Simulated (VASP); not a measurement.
# TiTe2 (P1) in VASP: relaxation of cell and atoms with PBE

Aim: the relaxation of cell and atoms of TiTe2 with PBE.

Everything below comes from runs of VASP 6.6.1. Logs are shortened: lines on timing, memory, paths and dates and some standing lists are left out, and cuts for length are marked.

## Step 1: The cell of the first run

The typed cell holds 6 atoms: a = 3.772 Å, b = 6.362 Å, c = 6.982 Å, α = 89.16°, β = 90.51°, γ = 89.76°.

## Step 2: Relaxation of cell and atoms, PBE

File INCAR:

```
SYSTEM = TiTe2
ALGO = Normal
EDIFF = 1E-6
EDIFFG = -0.025
ENCUT = 600
GGA = PE
IBRION = 2
ISIF = 3
ISMEAR = 0
LASPH = .True.
LCHARG = .False.
LREAL = .False.
LWAVE = .False.
NELM = 100
NSW = 80
PREC = Accurate
SIGMA = 0.2
```

File KPOINTS:

```
k-points
0
Gamma
  6 4 4
  0 0 0
```

File POSCAR:

```
TiTe2
1.0
    1.8793002028     -3.2707111114      0.0170334075
   -5.5029874966     -3.1928189785     -0.0476273182
   -0.0591675118      0.0018347417     -6.9818209776
Ti Te
2 4
Direct
    0.5160912531      0.4717035758      0.9788052967
   -0.0293709336     -0.0010705877      0.9981826232
   -0.0228192780      0.6711856738      0.7560916736
    0.4858900284      0.2281905883      0.7627037342
    0.5310403821      0.8297817560      0.2466812911
    0.0191685480      0.3002089938      0.2575353812
```

Potentials or basis: VASP PAW PBE potentials, release 64 (Ti_sv, Te).

Started as:

```sh
cat potpaw_PBE.64/Ti_sv/POTCAR potpaw_PBE.64/Te/POTCAR > POTCAR
mpirun -np 1 vasp_std > vasp.out
```

OUTCAR:

```text
SYSTEM = TiTe2
   EDIFF = 1E-6
   EDIFFG = -0.025
   ENCUT = 600
   GGA = PE
   IBRION = 2
   ISIF = 3
   ISMEAR = 0
   LASPH = .True.
   LREAL = .False.
   NELM = 100
   NSW = 80
   PREC = Accurate

 ion  position               nearest neighbor table
   1  0.516  0.472  0.979-   4 2.18   3 2.66   3 2.83   6 2.90   6 2.92   5 2.97
   2  0.971  0.999  0.998-   5 2.63   6 2.66   3 2.70   4 2.83   5 2.92   4 2.94
   3  0.977  0.671  0.756-   1 2.66   2 2.70   1 2.83   4 3.38   4 3.40
   4  0.486  0.228  0.763-   1 2.18   2 2.83   2 2.94   3 3.38   3 3.40
   5  0.531  0.830  0.247-   2 2.63   2 2.92   1 2.97   6 3.52   6 3.56
   6  0.019  0.300  0.258-   2 2.66   1 2.90   1 2.92   5 3.52   5 3.56

  LATTYP: Found a triclinic cell.
 ALAT       =    12.1653262145
 B/A-ratio  =     1.2004568206
 C/A-ratio  =     0.3100792809
 COS(alpha) =     0.0006479515
 COS(beta)  =     0.6231201264
 COS(gamma) =     0.7414986200

  Lattice vectors:

 A1 = (  -9.3207554140,   3.3504379860,  -7.0635151108)
 A2 = ( -11.0651425050,  -6.3838032153,  -7.0770756140)
 A3 = (  -1.8793002028,   3.2707111114,  -0.0170334075)

Analysis of symmetry for initial positions (statically):
=====================================================================
 Subroutine PRICEL returns:
 Original cell was already a primitive cell.

 Routine SETGRP: Setting up the symmetry group for a
 triclinic supercell.

 Subroutine GETGRP returns: Found  1 space group operations
 (whereof  1 operations were pure point group operations)
 out of a pool of  2 trial point group operations.

The static configuration has the point symmetry C_1 .

Analysis of symmetry for dynamics (positions and initial velocities):
=====================================================================
 Subroutine PRICEL returns:
 Original cell was already a primitive cell.

 Routine SETGRP: Setting up the symmetry group for a
 triclinic supercell.

 Subroutine GETGRP returns: Found  1 space group operations
 (whereof  1 operations were pure point group operations)
 out of a pool of  2 trial point group operations.

The dynamic configuration has the point symmetry C_1 .

 Subroutine INISYM returns: Found  1 space group operations
 (whereof  1 operations are pure point group operations),
 and found     1 'primitive' translations

----------------------------------------------------------------------------------------

                                     Primitive cell

  volume of cell :     167.5439

  direct lattice vectors                    reciprocal lattice vectors
     1.879300203 -3.270711111  0.017033408     0.133050359 -0.229301409 -0.001187794
    -5.502987497 -3.192818979 -0.047627318    -0.136295540 -0.078307409  0.001134460
    -0.059167512  0.001834742 -6.981820978     0.001254356 -0.000025239 -0.143239746

  length of vectors
     3.772215604  6.362329194  6.982071922     0.265109308  0.157193548  0.143245240

  position of ions in fractional coordinates (direct lattice)
     0.516091253  0.471703576  0.978805297
     0.970629066  0.998929412  0.998182623
     0.977180722  0.671185674  0.756091674
     0.485890028  0.228190588  0.762703734
     0.531040382  0.829781756  0.246681291
     0.019168548  0.300208994  0.257535381

  ion indices of the primitive-cell ions
   primitive index   ion index
                 1           1
                 2           2
                 3           3
                 4           4
                 5           5
                 6           6

----------------------------------------------------------------------------------------

 KPOINTS: k-points

Automatic generation of k-mesh.
 Grid dimensions read from file:
 generate k-points for:    6    4    4

 Generating k-lattice:

  Cartesian coordinates                     Fractional coordinates (reciprocal lattice)
     0.022175060 -0.038216901 -0.000197966     0.166666667 -0.000000000  0.000000000
    -0.034073885 -0.019576852  0.000283615    -0.000000000  0.250000000  0.000000000
     0.000313589 -0.000006310 -0.035809937     0.000000000  0.000000000  0.250000000

  Length of vectors
     0.044184885  0.039298387  0.035811310

  Shift w.r.t. Gamma in fractional coordinates (k-lattice)
     0.000000000  0.000000000  0.000000000

 Subroutine IBZKPT returns following result:
 ===========================================

 Found     52 irreducible k-points:

 Following reciprocal coordinates:
            Coordinates               Weight
  0.000000  0.000000  0.000000      1.000000
  0.166667  0.000000  0.000000      2.000000
  0.333333  0.000000  0.000000      2.000000
  0.500000  0.000000  0.000000      1.000000
 -0.000000  0.250000  0.000000      2.000000
  0.166667  0.250000  0.000000      2.000000
[... 16 lines left out ...]
  0.333333  0.250000  0.250000      2.000000
  0.500000  0.250000  0.250000      2.000000
 [... further k-points ...]
   k-points           NKPTS =     52   k-points in BZ     NKDIM =     52   number of bands    NBANDS=     28
   number of dos      NEDOS =    301   number of ions     NIONS =      6
   total plane-waves  NPLWV =  90720
   dimension x,y,z NGX =    30 NGY =   54 NGZ =   56
   dimension x,y,z NGXF=    60 NGYF=  108 NGZF=  112
   ions per type =               2   4
   NGX,Y,Z   is equivalent  to a cutoff of  13.22, 14.11, 13.33 a.u.
   NGXF,Y,Z  is equivalent  to a cutoff of  26.44, 28.22, 26.67 a.u.
 SYSTEM =  TiTe2
   PREC   = accura    normal or accurate (medium, high low for compatibility)
   ISTART =      0    job   : 0-new  1-cont  2-samecut
   ICHARG =      2    charge: 1-file 2-atom 10-const
   ISPIN  =      1    spin polarized calculation?
   LNONCOLLINEAR =      F non collinear calculations
   LSORBIT =      F    spin-orbit coupling
   LASPH  =      T    aspherical Exc in radial PAW
   ENCUT  =  600.0 eV  44.10 Ry    6.64 a.u.   7.53 12.71 13.94*2*pi/ulx,y,z
   NELM   =    100;   NELMIN=  2; NELMDL= -5     # of ELM steps
   EDIFF  = 0.1E-05   stopping-criterion for ELM
   LREAL  =      F    real-space projection
   EDIFFG = -.3E-01   stopping-criterion for IOM
   NSW    =     80    number of steps for IOM
   IBRION =      2    ionic relax: 0-MD 1-quasi-New 2-CG
   NFREE  =      1    steps in history (QN), initial steepest desc. (CG)
   ISIF   =      3    stress and relaxation
   ISYM   =      2    0-nonsym 1-usesym 2-fastsym
   POTIM  = 0.5000    time-step for ionic-motion
   TEBEG  =    0.0;   TEEND  =   0.0 temperature during run
   PSTRESS=    0.0 pullay stress
   NELECT =      48.0000    total number of electrons
   NUPDOWN=      -1.0000    fix difference up-down
   EMIN   =  10.00;   EMAX   =-10.00  energy-range for DOS
   EFERMI =   0.00;   METHOD = LEGACY
   ISMEAR =     0;   SIGMA  =   0.20  broadening in eV -4-tet -1-fermi 0-gaus
   EFERMI_NEDOS =   21; number of points for ismear=-14 and -15
   IALGO  =     38    algorithm
   IMIX   =      4    mixing-type and parameters
     AMIX     =   0.40;   BMIX     =  1.00
     AMIX_MAG =   1.60;   BMIX_MAG =  1.00
  volume/ion in A,a.u.               =      27.92       188.44
  Fermi-wavevector in a.u.,A,eV,Ry     =   1.079226  2.039441 15.847094  1.164729
  Thomas-Fermi vector in A             =   2.215185
   LORBIT       =      0    0 simple, 1 ext, 2 COOP (PROOUT), +10 PAW based schemes
   GGA     = PE    functional components
   LHFCALC =     F    Hartree Fock is set to
   AEXX    =    0.0000 exact exchange contribution
   IVDW    =     0    specifies the selected vdW correction
   LEPSILON=     F    determine dielectric tensor
   LRPA    =     F    only Hartree local field effects (RPA)
 conjugate gradient relaxation of ions
 non-spin polarized calculation
 Gauss-broadening in eV      SIGMA  =   0.20
  energy-cutoff  :      600.00
  volume of cell :      167.54
 maximum number of plane-waves:      5616
   NGX = 15   NGY = 25   NGZ = 27

--------------------------------------- Ionic step        1  -------------------------------------------

 number of electron      47.9999999 magnetization

 Free energy of the ion-electron system (eV)
  ---------------------------------------------------
  ext. energy  EPLUGINS =         0.00000000
  ---------------------------------------------------
  free energy    TOTEN  =       -30.43980482 eV

  energy without entropy =      -30.40161530  energy(sigma->0) =      -30.42071006

------------------------ aborting loop because EDIFF is reached ----------------------------------------

  FORCE on cell =-STRESS in cart. coord.  units (eV):
  Direction    XX          YY          ZZ          XY          YZ          ZX
  --------------------------------------------------------------------------------------
  -------------------------------------------------------------------------------------
  Total        8.2186385      4.7618947      9.5946127      5.1446313      3.9639901      9.6308936
  in kB       78.5926270     45.5367165     91.7506969     49.1967232     37.9065693     92.0976421
  external PRESSURE =      71.9600135 kB  Pullay stress =       0.0000000 kB
[... 101 lines left out ...]
  FREE ENERGIE OF THE ION-ELECTRON SYSTEM (eV)
  ---------------------------------------------------
  free  energy   TOTEN  =       -32.1787164625 eV

  energy  without entropy=      -32.1293171945  energy(sigma->0) =      -32.15401683

[... ionic steps 4 to 43 ...]

--------------------------------------- Ionic step       44  -------------------------------------------

 number of electron      48.0000007 magnetization

------------------------ aborting loop because EDIFF is reached ----------------------------------------
[... 75 lines left out ...]
--------------------------------------- Ionic step       46  -------------------------------------------

 number of electron      48.0000007 magnetization

 Free energy of the ion-electron system (eV)
  ---------------------------------------------------
  ext. energy  EPLUGINS =         0.00000000
  ---------------------------------------------------
  free energy    TOTEN  =       -32.47400551 eV

  energy without entropy =      -32.42253578  energy(sigma->0) =      -32.44827064

 E-fermi :   6.2993     XC(G=0):  -9.6241

 val. band max:        6.2731865102   @ k =  -0.0000   0.2500   0.2500
 cond. band min:       6.3150603698   @ k =   0.0000   0.0000   0.0000
 fundamental gap:      0.0418738596
 Fermi energy:         6.2992684003

 k-point     1 :       0.0000    0.0000    0.0000
  band No.  band energies     occupation
      1     -51.2031      2.00000
      2     -51.2002      2.00000
      3     -27.4984      2.00000
      4     -27.4643      2.00000
      5     -27.4582      2.00000
      6     -27.4548      2.00000
[... 733 lines left out ...]
     27       7.4082      0.00000
     28       7.4107      0.00000

 [... further k-points ...]

------------------------ aborting loop because EDIFF is reached ----------------------------------------

  FORCE on cell =-STRESS in cart. coord.  units (eV):
  Direction    XX          YY          ZZ          XY          YZ          ZX
  --------------------------------------------------------------------------------------
  -------------------------------------------------------------------------------------
  Total       -0.0005829      0.0320938      0.0146325      0.0093833     -0.0474190     -0.0244987
  in kB       -0.0055728      0.3068381      0.1398959      0.0897100     -0.4533567     -0.2342241
  external PRESSURE =       0.1470537 kB  Pullay stress =       0.0000000 kB
[... 21 lines left out ...]
  FREE ENERGIE OF THE ION-ELECTRON SYSTEM (eV)
  ---------------------------------------------------
  free  energy   TOTEN  =       -32.4740055117 eV

  energy  without entropy=      -32.4225357779  energy(sigma->0) =      -32.44827064

 reached required accuracy - stopping structural energy minimisation
```

Wall time 70 min (1 thread of Intel Xeon 6975P-C (Granite Rapids), shared host); peak memory 0.5 GiB.

What came out:

| Quantity | Value |
| --- | --- |
| Free energy | -32.4740 eV |
| Relaxed volume | 27.93 Å³/atom |
| Relaxed cell | a = 3.788 Å, b = 6.544 Å, c = 6.761 Å, α = 90.29°, β = 89.67°, γ = 90.02° |
| Space group after relaxing (to 0.1 Å) | P-3m1 (No. 164) |
| Energy gained by relaxing | 339.0 meV/atom |
| Ionic steps | 46 |
| Pressure after relaxing | 0.0 GPa |
| Largest force after relaxing | 0.024 eV/Å |
| Band gap on the k mesh | zero (bands 24 and 25 overlap by 0.64 eV) |

Forces on the atoms (eV/Å):
```
Ti  -0.006  0.008 -0.009
Ti   0.009 -0.004  0.015
Te  -0.019 -0.009  0.010
Te  -0.005  0.004  0.001
Te   0.019  0.005 -0.003
Te   0.002 -0.003 -0.015
```

Step by step:
```csv
step,energy change (eV),largest force (eV/Å),pressure (GPa),volume (Å³)
1,0.0000,9.0389,7.20,167.54
3,-1.7389,0.9941,-2.97,180.65
5,-1.7647,0.9278,-2.00,178.15
7,-1.9241,0.4946,1.10,169.58
9,-1.9845,0.2816,-0.06,172.78
11,-1.9964,0.1655,-0.05,172.87
13,-2.0077,0.1103,0.28,172.24
15,-2.0116,0.0957,-0.25,173.62
17,-2.0145,0.0921,-0.06,173.13
19,-2.0166,0.0694,0.14,172.55
21,-2.0179,0.0443,-0.16,173.21
23,-2.0205,0.1132,-0.07,172.69
25,-2.0235,0.1098,0.32,171.20
27,-2.0258,0.0858,0.17,171.24
29,-2.0266,0.1125,0.00,171.28
31,-2.0288,0.0597,-0.16,171.31
33,-2.0299,0.0653,0.08,170.40
35,-2.0311,0.0527,-0.06,170.20
37,-2.0327,0.0382,-0.07,169.42
39,-2.0328,0.0587,-0.06,169.10
41,-2.0334,0.0395,0.08,168.38
43,-2.0337,0.0284,-0.06,168.38
45,-2.0340,0.0335,0.03,167.71
46,-2.0342,0.0235,0.01,167.58
```

Final structure:
```
Ti Te
1.0
     1.89398   -3.28040   -0.01142
    -5.66761   -3.27035    0.02201
     0.01926   -0.00984   -6.76118
Ti Te
2 4
Direct
  0.50114 0.50000 0.99981
  0.99889 0.00012 0.00025
  0.00261 0.66511 0.74584
  0.50273 0.16535 0.74564
  0.49718 0.83484 0.25438
  0.99744 0.33459 0.25408
```

Caveat: spin-orbit coupling is left out, which moves the levels of the heavy elements.
